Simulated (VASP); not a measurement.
# Ti12Si in VASP: single point with PBE

Aim: the single point of Ti12Si with PBE.

Program: VASP 6.6.1. These are calculated values, not measurements. Logs are shortened: lines on timing, memory, paths and dates and some standing lists are left out, and cuts for length are marked.

## 1. The cell of the first run

The cell holds a slab with vacuum, 13 atoms: a = 5.815 Å, b = 5.815 Å, c = 19.306 Å, α = 90.00°, β = 90.00°, γ = 90.00°.

## 2. Single point, PBE

File INCAR:

```
ALGO = Normal
DIPOL = 0.5 0.5 0.321
EDIFF = 1E-6
ENCUT = 520
GGA = PE
IDIPOL = 3
ISIF = 2
ISMEAR = 0
LASPH = T
LCHARG = T
LDIPOL = T
LELF = T
LREAL = F
LVACPOTAV = T
LVHAR = T
LWAVE = F
NBANDS = 86
NELM = 60
PREC = Accurate
SIGMA = 0.1
```

File KPOINTS:

```
k-points
0
Gamma
  5 5 1
```

File POSCAR:

```
Ti12Si
1.0
    5.8150893847      0.0000000000      0.0000000000
    0.0000000000      5.8150893847      0.0000000000
    0.0000000000      0.0000000000     19.3059825436
Ti Si
12 1
Direct
    0.2500000000      0.2500000000      0.2071896621
    0.2500000000      0.7500000000      0.2071896621
    0.7500000000      0.2500000000      0.2071896621
    0.7500000000      0.7500000000      0.2071896621
    0.0000000000      0.0000000000      0.3057583574
    0.0000000000      0.5000000000      0.3057583574
    0.5000000000      0.0000000000      0.3057583574
    0.5000000000      0.5000000000      0.3057583574
    0.2500000000      0.2500000000      0.4043297214
    0.2500000000      0.7500000000      0.4043297214
    0.7500000000      0.2500000000      0.4043297214
    0.7500000000      0.7500000000      0.4043297214
    0.2500000000      0.5000000000      0.5073004058
```

Potentials or basis: VASP PAW PBE potentials, release 64 (Ti_sv, Si).

Started as:

```bash
$ cat potpaw_PBE.64/Ti_sv/POTCAR potpaw_PBE.64/Si/POTCAR > POTCAR
$ mpirun -np 1 vasp_std > vasp.out
```

OUTCAR:

```text
EDIFF = 1E-6
   ENCUT = 520
   GGA = PE
   ISIF = 2
   ISMEAR = 0
   LASPH = T
   LREAL = F
   NELM = 60
   PREC = Accurate

 ion  position               nearest neighbor table
   1  0.250  0.250  0.207-   5 2.80   6 2.80   7 2.80   8 2.80   2 2.91   3 2.91   2 2.91   3 2.91

   2  0.250  0.750  0.207-   5 2.80   6 2.80   7 2.80   8 2.80   1 2.91   4 2.91   1 2.91   4 2.91

   3  0.750  0.250  0.207-   5 2.80   6 2.80   7 2.80   8 2.80   1 2.91   4 2.91   4 2.91   1 2.91
[... 4 lines left out ...]
                             6 2.91   7 2.91   6 2.91   7 2.91
   6  0.000  0.500  0.306-   1 2.80   2 2.80   3 2.80   4 2.80   9 2.80  10 2.80  11 2.80  12 2.80
                             5 2.91   8 2.91   5 2.91   8 2.91
   7  0.500  0.000  0.306-   1 2.80   2 2.80   3 2.80   4 2.80   9 2.80  10 2.80  11 2.80  12 2.80
                             5 2.91   8 2.91   8 2.91   5 2.91
   8  0.500  0.500  0.306-   1 2.80   2 2.80   3 2.80   4 2.80   9 2.80  10 2.80  11 2.80  12 2.80
                             6 2.91   7 2.91   7 2.91   6 2.91
   9  0.250  0.250  0.404-  13 2.46   6 2.80   7 2.80   8 2.80   5 2.80  11 2.91  10 2.91  10 2.91
                            11 2.91
  10  0.250  0.750  0.404-  13 2.46   6 2.80   7 2.80   8 2.80   5 2.80  12 2.91   9 2.91   9 2.91
                            12 2.91
  11  0.750  0.250  0.404-   5 2.80   6 2.80   7 2.80   8 2.80   9 2.91  12 2.91  12 2.91   9 2.91

  12  0.750  0.750  0.404-   5 2.80   6 2.80   7 2.80   8 2.80  10 2.91  11 2.91  11 2.91  10 2.91

  13  0.250  0.500  0.507-   9 2.46  10 2.46

  LATTYP: Found a simple tetragonal cell.
 ALAT       =     5.8150893847
 C/A-ratio  =     3.3199803591

  Lattice vectors:

 A1 = (   5.8150893847,   0.0000000000,   0.0000000000)
 A2 = (   0.0000000000,   5.8150893847,   0.0000000000)
 A3 = (   0.0000000000,   0.0000000000,  19.3059825436)

Analysis of symmetry for initial positions (statically):
=====================================================================
 Subroutine PRICEL returns:
 Original cell was already a primitive cell.

 Routine SETGRP: Setting up the symmetry group for a
 simple tetragonal supercell.

 Subroutine GETGRP returns: Found  4 space group operations
 (whereof  2 operations were pure point group operations)
 out of a pool of 16 trial point group operations.

The static configuration has the point symmetry C_1h.
 The point group associated with its full space group is C_2v.

Analysis of symmetry for dynamics (positions and initial velocities):
=====================================================================
 Subroutine PRICEL returns:
 Original cell was already a primitive cell.

[... 136 lines left out ...]
  Fermi-wavevector in a.u.,A,eV,Ry     =   0.998222  1.886366 13.557489  0.996447
  Thomas-Fermi vector in A             =   2.130431
   LORBIT       =      0    0 simple, 1 ext, 2 COOP (PROOUT), +10 PAW based schemes
   GGA     = PE    functional components
   LHFCALC =     F    Hartree Fock is set to
   AEXX    =    0.0000 exact exchange contribution
   IVDW    =     0    specifies the selected vdW correction
   LEPSILON=     F    determine dielectric tensor
   LRPA    =     F    only Hartree local field effects (RPA)
 non-spin polarized calculation
 Gauss-broadening in eV      SIGMA  =   0.10
  energy-cutoff  :      520.00
  volume of cell :      652.84
 maximum number of plane-waves:     17596
 NGX is ok and might be reduce to    48
   NGX = 21   NGY = 21   NGZ = 71

 dipolmoment           0.000000      0.000000     -0.883982 electrons x Angstroem

 number of electron     148.0000053 magnetization

 dipolmoment           0.000000      0.000000      0.195504 electrons x Angstroem

 Free energy of the ion-electron system (eV)
  ---------------------------------------------------
  ext. energy  EPLUGINS =         0.00000000
  ---------------------------------------------------
  free energy    TOTEN  =       -91.53777965 eV

  energy without entropy =      -91.40143166  energy(sigma->0) =      -91.46960565

 E-fermi :   0.1203     XC(G=0):  -5.0151

 val. band max:        0.1167533850   @ k =   0.0000   0.0000   0.0000
 cond. band min:       0.1224672431   @ k =   0.4000   0.2000   0.0000
 fundamental gap:      0.0057138581
 Fermi energy:         0.1203301050

 k-point     1 :       0.0000    0.0000    0.0000
  band No.  band energies     occupation
      1     -56.7670      2.00000
      2     -56.7219      2.00000
      3     -56.6940      2.00000
      4     -56.6452      2.00000
      5     -56.6341      2.00000
      6     -56.5934      2.00000
[... 790 lines left out ...]
     85       1.0307      0.00000
     86       1.0906      0.00000

------------------------ aborting loop because EDIFF is reached ----------------------------------------

  FORCE on cell =-STRESS in cart. coord.  units (eV):
  Direction    XX          YY          ZZ          XY          YZ          ZX
  --------------------------------------------------------------------------------------
  -------------------------------------------------------------------------------------
  Total       -6.1338738     -3.0535941      1.5807663      0.0000000      0.0000000      0.0000000
  in kB      -15.0536121     -7.4940606      3.8794804      0.0000000      0.0000000      0.0000000
  external PRESSURE =      -6.2227308 kB  Pullay stress =       0.0000000 kB

 VOLUME and BASIS-vectors are now :
 -----------------------------------------------------------------------------
  energy-cutoff  :      520.00
  volume of cell :      652.84
      direct lattice vectors                 reciprocal lattice vectors
     5.815089385  0.000000000  0.000000000     0.171966402  0.000000000  0.000000000
     0.000000000  5.815089385  0.000000000     0.000000000  0.171966402  0.000000000
     0.000000000  0.000000000 19.305982544     0.000000000  0.000000000  0.051797416

 POSITION                                       TOTAL-FORCE (eV/Angst)
 -----------------------------------------------------------------------------------
      1.45377      1.45377      4.00000        -0.000000      0.024697     -0.039216
      1.45377      4.36132      4.00000        -0.000000     -0.024697     -0.039216
      4.36132      1.45377      4.00000        -0.000000     -0.007677      0.153096
      4.36132      4.36132      4.00000        -0.000000      0.007677      0.153096
      0.00000      0.00000      5.90297        -0.272299      0.000000     -0.281716
      0.00000      2.90754      5.90297        -0.192616      0.000000     -0.379581
      2.90754      0.00000      5.90297         0.272299      0.000000     -0.281716
      2.90754      2.90754      5.90297         0.192616      0.000000     -0.379581
      1.45377      1.45377      7.80598        -0.000000     -0.108132      0.130891
      1.45377      4.36132      7.80598        -0.000000      0.108132      0.130891
      4.36132      1.45377      7.80598        -0.000000     -0.094270      0.415205
      4.36132      4.36132      7.80598        -0.000000      0.094270      0.415205
      1.45377      2.90754      9.79393        -0.000000      0.000000      0.002643
 -----------------------------------------------------------------------------------
    total drift:                                0.000000     -0.000000      0.000893

  FREE ENERGIE OF THE ION-ELECTRON SYSTEM (eV)
  ---------------------------------------------------
  free  energy   TOTEN  =       -91.5377796484 eV

  energy  without entropy=      -91.4014316608  energy(sigma->0) =      -91.46960565

 vacuum level on the upper side and lower side of the slab         4.971         3.925
```

OSZICAR:

```text
N       E                     dE             d eps       ncg     rms          rms(c)
DAV:   1     0.184314277703E+04    0.18431E+04   -0.79456E+04  1868   0.169E+03
DAV:   2     0.170146384781E+03   -0.16730E+04   -0.16466E+04  1586   0.546E+02
DAV:   3    -0.557554038995E+02   -0.22590E+03   -0.21937E+03  2456   0.174E+02
[... 26 lines left out ...]
DAV:  30    -0.915377621516E+02   -0.24021E-04   -0.17682E-06  1176   0.748E-03    0.309E-03
DAV:  31    -0.915377704324E+02   -0.82808E-05   -0.26768E-06  1432   0.585E-03    0.289E-03
DAV:  32    -0.915377767530E+02   -0.63206E-05   -0.83117E-07  1096   0.579E-03    0.174E-03
DAV:  33    -0.915377786901E+02   -0.19371E-05   -0.25910E-07  1056   0.240E-03    0.121E-03
DAV:  34    -0.915377796484E+02   -0.95827E-06   -0.18933E-07  1040   0.164E-03
   1 F= -.91537780E+02 E0= -.91469606E+02  d E =-.136348E+00
```

stdout:

```text
POSCAR found type information on POSCAR TiSi
 POSCAR found :  2 types and      13 ions
 scaLAPACK will be used
 LDA part: xc-table for (Slater+PW92), standard interpolation
 POSCAR, INCAR and KPOINTS ok, starting setup
 FFT: planning ... GRIDC
 FFT: planning ... GRID_SOFT
 FFT: planning ... GRID
 WAVECAR not read
 entering main loop
 -----------------------------------------------------------------------------
|                                                                             |
|           W    W    AA    RRRRR   N    N  II  N    N   GGGG   !!!           |
|           W    W   A  A   R    R  NN   N  II  NN   N  G    G  !!!           |
|           W    W  A    A  R    R  N N  N  II  N N  N  G       !!!           |
|           W WW W  AAAAAA  RRRRR   N  N N  II  N  N N  G  GGG   !            |
|           WW  WW  A    A  R   R   N   NN  II  N   NN  G    G                |
|           W    W  A    A  R    R  N    N  II  N    N   GGGG   !!!           |
|                                                                             |
|     Did not find any points to average over, which means that no vacuum     |
|     field-free region was found. Please increase the size of  your cell     |
|     in the dimension of the dipole correction to obtain accurate            |
|     workfunction values.                                                    |
|                                                                             |
 -----------------------------------------------------------------------------
```

Wall time 17 min (1 thread of Intel Xeon 6975P-C (Granite Rapids), shared host); peak memory 0.83 GiB.

What came out:

```yaml
Free_energy: -91.5378 eV
Largest_force: 0.426 eV/Å
Band_gap_on_the_k_mesh: zero (bands 74 and 75 overlap by 0.21 eV)
```

Forces on the atoms (eV/Å):
```
Ti   0.000  0.025 -0.039
Ti   0.000 -0.025 -0.039
Ti   0.000 -0.008  0.153
Ti   0.000  0.008  0.153
Ti  -0.272  0.000 -0.282
Ti  -0.193  0.000 -0.380
Ti   0.272  0.000 -0.282
Ti   0.193  0.000 -0.380
Ti   0.000 -0.108  0.131
Ti   0.000  0.108  0.131
Ti   0.000 -0.094  0.415
Ti   0.000  0.094  0.415
Si   0.000  0.000  0.003
```

Levels at points of the mesh, in eV from the Fermi level:
| k point | band 69 | band 70 | band 71 | band 72 | band 73 | band 74 | band 75 | band 76 | band 77 | band 78 |
| --- | --- | --- | --- | --- | --- | --- | --- | --- | --- | --- |
| (0.00, 0.00, 0.00) | -0.22 | -0.19 | -0.15 | -0.12 | 0.00 | 0.02 | 0.18 | 0.57 | 0.61 | 0.77 |
